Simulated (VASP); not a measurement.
# Zn (P6_3/mmc) in VASP: further runs, part 2 of 2

VASP 6.6.1. The steps go on from the part before.

### 3 Single point, PBE (strain +0.000 along x and y, -0.015 along z)

INCAR reads:

```
SYSTEM = Zn
ALGO = Fast
EDIFF = 1E-6
ENCUT = 520
GGA = PE
ISIF = 2
ISMEAR = 0
LASPH = .TRUE.
LCHARG = .FALSE.
LREAL = .FALSE.
LWAVE = .FALSE.
NBANDS = 19
NELM = 60
PREC = Accurate
SIGMA = 0.15
```

KPOINTS reads:

```
k-points
0
G
  24 24 10
  0 0 0
```

POSCAR reads:

```
Zn
1.0
    2.6647980532      0.0000000000      0.0000000000
   -1.3323990266      2.3077828100      0.0000000000
    0.0000000000      0.0000000000      4.8724995000
Zn
2
Direct
    0.3333333333      0.6666666667      0.2500000000
    0.6666666667      0.3333333333      0.7500000000
```

Potentials or basis: VASP PAW PBE potentials, release 64 (Zn).

Started as:

```
> cat potpaw_PBE.64/Zn/POTCAR > POTCAR
> mpirun -np 1 vasp_std > vasp.out
```

OUTCAR:

```text
SYSTEM = Zn
   EDIFF = 1E-6
   ENCUT = 520
   GGA = PE
   ISIF = 2
   ISMEAR = 0
   LASPH = .TRUE.
   LREAL = .FALSE.
   NELM = 60
   PREC = Accurate

 ion  position               nearest neighbor table
   1  0.333  0.667  0.250-   2 2.88   2 2.88   2 2.88   2 2.88   2 2.88   2 2.88
   2  0.667  0.333  0.750-   1 2.88   1 2.88   1 2.88   1 2.88   1 2.88   1 2.88

  LATTYP: Found a hexagonal cell.
 ALAT       =     2.6647980532
 C/A-ratio  =     1.8284685754

  Lattice vectors:

 A1 = (   2.6647980532,   0.0000000000,   0.0000000000)
 A2 = (  -1.3323990266,   2.3077828100,   0.0000000000)
 A3 = (   0.0000000000,   0.0000000000,   4.8724995000)

Analysis of symmetry for initial positions (statically):
=====================================================================
 Subroutine PRICEL returns:
 Original cell was already a primitive cell.

 Routine SETGRP: Setting up the symmetry group for a
 hexagonal supercell.

 Subroutine GETGRP returns: Found 24 space group operations
 (whereof 12 operations were pure point group operations)
 out of a pool of 24 trial point group operations.

The static configuration has the point symmetry D_3d.
 The point group associated with its full space group is D_6h.

Analysis of symmetry for dynamics (positions and initial velocities):
=====================================================================
 Subroutine PRICEL returns:
 Original cell was already a primitive cell.

 Routine SETGRP: Setting up the symmetry group for a
 hexagonal supercell.

 Subroutine GETGRP returns: Found 24 space group operations
 (whereof 12 operations were pure point group operations)
 out of a pool of 24 trial point group operations.

The dynamic configuration has the point symmetry D_3d.
 The point group associated with its full space group is D_6h.

 Subroutine INISYM returns: Found 24 space group operations
 (whereof 12 operations are pure point group operations),
 and found     1 'primitive' translations

----------------------------------------------------------------------------------------

                                     Primitive cell

  volume of cell :      29.9648

  direct lattice vectors                    reciprocal lattice vectors
     2.664798053  0.000000000  0.000000000     0.375262958  0.216658170  0.000000000
    -1.332399027  2.307782810  0.000000000     0.000000000  0.433316340  0.000000000
     0.000000000  0.000000000  4.872499500     0.000000000  0.000000000  0.205233474

  length of vectors
     2.664798053  2.664798053  4.872499500     0.433316340  0.433316340  0.205233474

  position of ions in fractional coordinates (direct lattice)
     0.333333333  0.666666667  0.250000000
     0.666666667  0.333333333  0.750000000

  ion indices of the primitive-cell ions
   primitive index   ion index
                 1           1
                 2           2

----------------------------------------------------------------------------------------

 KPOINTS: k-points

Automatic generation of k-mesh.
 Grid dimensions read from file:
 generate k-points for:   24   24   10

 Generating k-lattice:

  Cartesian coordinates                     Fractional coordinates (reciprocal lattice)
     0.015635957  0.009027424  0.000000000     0.041666667  0.000000000  0.000000000
     0.000000000  0.018054847  0.000000000     0.000000000  0.041666667  0.000000000
     0.000000000  0.000000000  0.020523347     0.000000000  0.000000000  0.100000000

  Length of vectors
     0.018054847  0.018054847  0.020523347

  Shift w.r.t. Gamma in fractional coordinates (k-lattice)
     0.000000000  0.000000000  0.000000000

 Subroutine IBZKPT returns following result:
 ===========================================

 Found    366 irreducible k-points:

 Following reciprocal coordinates:
            Coordinates               Weight
  0.000000  0.000000  0.000000      1.000000
  0.041667  0.000000  0.000000      6.000000
  0.083333  0.000000  0.000000      6.000000
  0.125000  0.000000  0.000000      6.000000
  0.166667  0.000000  0.000000      6.000000
  0.208333  0.000000  0.000000      6.000000
[... 16 lines left out ...]
  0.416667  0.041667  0.000000     12.000000
  0.458333  0.041667  0.000000     12.000000
 [... further k-points ...]
   k-points           NKPTS =    366   k-points in BZ     NKDIM =    366   number of bands    NBANDS=     19
   number of dos      NEDOS =    301   number of ions     NIONS =      2
   total plane-waves  NPLWV =  14400
   dimension x,y,z NGX =    20 NGY =   20 NGZ =   36
   dimension x,y,z NGXF=    40 NGYF=   40 NGZF=   72
   ions per type =               2
   NGX,Y,Z   is equivalent  to a cutoff of  12.48, 12.48, 12.28 a.u.
   NGXF,Y,Z  is equivalent  to a cutoff of  24.95, 24.95, 24.57 a.u.
 SYSTEM =  Zn
   PREC   = accura    normal or accurate (medium, high low for compatibility)
   ISTART =      0    job   : 0-new  1-cont  2-samecut
   ICHARG =      2    charge: 1-file 2-atom 10-const
   ISPIN  =      1    spin polarized calculation?
   LNONCOLLINEAR =      F non collinear calculations
   LSORBIT =      F    spin-orbit coupling
   LASPH  =      T    aspherical Exc in radial PAW
   ENCUT  =  520.0 eV  38.22 Ry    6.18 a.u.   4.95  4.95  9.06*2*pi/ulx,y,z
   NELM   =     60;   NELMIN=  2; NELMDL= -5     # of ELM steps
   EDIFF  = 0.1E-05   stopping-criterion for ELM
   LREAL  =      F    real-space projection
   EDIFFG = 0.1E-04   stopping-criterion for IOM
   NSW    =      0    number of steps for IOM
   IBRION =     -1    ionic relax: 0-MD 1-quasi-New 2-CG
   NFREE  =      0    steps in history (QN), initial steepest desc. (CG)
   ISIF   =      2    stress and relaxation
   ISYM   =      2    0-nonsym 1-usesym 2-fastsym
   POTIM  = 0.5000    time-step for ionic-motion
   TEBEG  =    0.0;   TEEND  =   0.0 temperature during run
   PSTRESS=    0.0 pullay stress
   NELECT =      24.0000    total number of electrons
   NUPDOWN=      -1.0000    fix difference up-down
   EMIN   =  10.00;   EMAX   =-10.00  energy-range for DOS
   EFERMI =   0.00;   METHOD = LEGACY
   ISMEAR =     0;   SIGMA  =   0.15  broadening in eV -4-tet -1-fermi 0-gaus
   EFERMI_NEDOS =   21; number of points for ismear=-14 and -15
   IALGO  =     68    algorithm
   IMIX   =      4    mixing-type and parameters
     AMIX     =   0.40;   BMIX     =  1.00
     AMIX_MAG =   1.60;   BMIX_MAG =  1.00
  volume/ion in A,a.u.               =      14.98       101.11
  Fermi-wavevector in a.u.,A,eV,Ry     =   1.520343  2.873032 31.449087  2.311443
  Thomas-Fermi vector in A             =   2.629206
   LORBIT       =      0    0 simple, 1 ext, 2 COOP (PROOUT), +10 PAW based schemes
   GGA     = PE    functional components
   LHFCALC =     F    Hartree Fock is set to
   AEXX    =    0.0000 exact exchange contribution
   IVDW    =     0    specifies the selected vdW correction
   LEPSILON=     F    determine dielectric tensor
   LRPA    =     F    only Hartree local field effects (RPA)
 non-spin polarized calculation
 RMM-DIIS sequential band-by-band and
 Gauss-broadening in eV      SIGMA  =   0.15
  energy-cutoff  :      520.00
  volume of cell :       29.96
 maximum number of plane-waves:       837
 NGX is ok and might be reduce to    20
   NGX =  9   NGY =  9   NGZ = 19

 number of electron      24.0000018 magnetization

 Free energy of the ion-electron system (eV)
  ---------------------------------------------------
  ext. energy  EPLUGINS =         0.00000000
  ---------------------------------------------------
  free energy    TOTEN  =        -2.21186535 eV

  energy without entropy =       -2.20669511  energy(sigma->0) =       -2.20928023

 E-fermi :   3.2789     XC(G=0): -11.6340

 val. band max:        3.2704323647   @ k =   0.3333   0.2917   0.1000
 cond. band min:       3.2874939052   @ k =   0.2917   0.1250   0.0000
 fundamental gap:      0.0170615405
 Fermi energy:         3.2788586252

 k-point     1 :       0.0000    0.0000    0.0000
  band No.  band energies     occupation
      1      -7.2968      2.00000
      2      -5.4230      2.00000
      3      -4.7114      2.00000
      4      -4.4938      2.00000
      5      -4.4938      2.00000
      6      -4.4385      2.00000
[... 11 lines left out ...]
     18      22.2146      0.00000
     19      22.2645      0.00000
[... 485 lines left out ...]
 k-point    24 :       0.4583    0.0417    0.0000
  band No.  band energies     occupation
      1      -5.2224      2.00000
      2      -5.1287      2.00000
      3      -4.9979      2.00000
      4      -4.4915      2.00000
      5      -4.3736      2.00000
      6      -4.3446      2.00000
[... 11 lines left out ...]
     18      18.1065      0.00000
     19      18.2985      0.00000

 [... further k-points ...]

------------------------ aborting loop because EDIFF is reached ----------------------------------------

  FORCE on cell =-STRESS in cart. coord.  units (eV):
  Direction    XX          YY          ZZ          XY          YZ          ZX
  --------------------------------------------------------------------------------------
  -------------------------------------------------------------------------------------
  Total        0.0321109      0.0321109      0.3743043      0.0000000     -0.0000000      0.0000000
  in kB        1.7169291      1.7169291     20.0135600      0.0000000     -0.0000000      0.0000000
  external PRESSURE =       7.8158061 kB  Pullay stress =       0.0000000 kB

 VOLUME and BASIS-vectors are now :
 -----------------------------------------------------------------------------
  energy-cutoff  :      520.00
  volume of cell :       29.96
      direct lattice vectors                 reciprocal lattice vectors
     2.664798053  0.000000000  0.000000000     0.375262958  0.216658170  0.000000000
    -1.332399027  2.307782810  0.000000000     0.000000000  0.433316340  0.000000000
     0.000000000  0.000000000  4.872499500     0.000000000  0.000000000  0.205233474

 POSITION                                       TOTAL-FORCE (eV/Angst)
 -----------------------------------------------------------------------------------
     -0.00000      1.53852      1.21812        -0.000000      0.000000      0.000000
      1.33240      0.76926      3.65437         0.000000      0.000000      0.000000
 -----------------------------------------------------------------------------------
    total drift:                                0.000000     -0.000000      0.000000

  FREE ENERGIE OF THE ION-ELECTRON SYSTEM (eV)
  ---------------------------------------------------
  free  energy   TOTEN  =        -2.2118653480 eV

  energy  without entropy=       -2.2066951097  energy(sigma->0) =       -2.20928023
```

OSZICAR:

```text
N       E                     dE             d eps       ncg     rms          rms(c)
DAV:   1     0.112754593323E+03    0.11275E+03   -0.12306E+04 14396   0.201E+03
DAV:   2     0.271056529834E+01   -0.11004E+03   -0.10648E+03 13988   0.296E+02
DAV:   3    -0.239695745548E+01   -0.51075E+01   -0.50876E+01 15636   0.698E+01
DAV:   4    -0.242746847131E+01   -0.30511E-01   -0.30503E-01 15125   0.556E+00
DAV:   5    -0.242750717467E+01   -0.38703E-04   -0.38703E-04 15267   0.180E-01    0.409E+00
RMM:   6    -0.222560119803E+01    0.20191E+00   -0.74664E-01 16001   0.103E+01    0.314E+00
RMM:   7    -0.221712469307E+01    0.84765E-02   -0.21718E-02 16542   0.208E+00    0.157E+00
RMM:   8    -0.221190785358E+01    0.52168E-02   -0.55348E-03 15604   0.665E-01    0.112E-01
RMM:   9    -0.221190503343E+01    0.28201E-05   -0.15789E-03 17006   0.565E-01    0.980E-02
RMM:  10    -0.221186309415E+01    0.41939E-04   -0.22880E-04 16736   0.164E-01    0.771E-03
RMM:  11    -0.221186521609E+01   -0.21219E-05   -0.16543E-05 16490   0.465E-02    0.335E-03
RMM:  12    -0.221186534802E+01   -0.13193E-06   -0.70045E-07  9876   0.959E-03
   1 F= -.22118653E+01 E0= -.22092802E+01  d E =-.517024E-02
```

It took 2.1 min on 1 thread of Intel Xeon Platinum 8375C at 2.90GHz (Ice Lake), shared host; peak memory 0.27 GiB.

Results:

```yaml
Free_energy: -2.2119 eV
Pressure: 0.8 GPa
Band_gap_on_the_k_mesh: zero (bands 12 and 13 overlap by 4.26 eV)
```

Stress tensor (GPa, compression positive):
```
0.17 0.00 0.00
0.00 0.17 0.00
0.00 0.00 2.00
```

Caveat: the cell differs from its parent crystal (strain +0.000 along x and y, -0.015 along z).
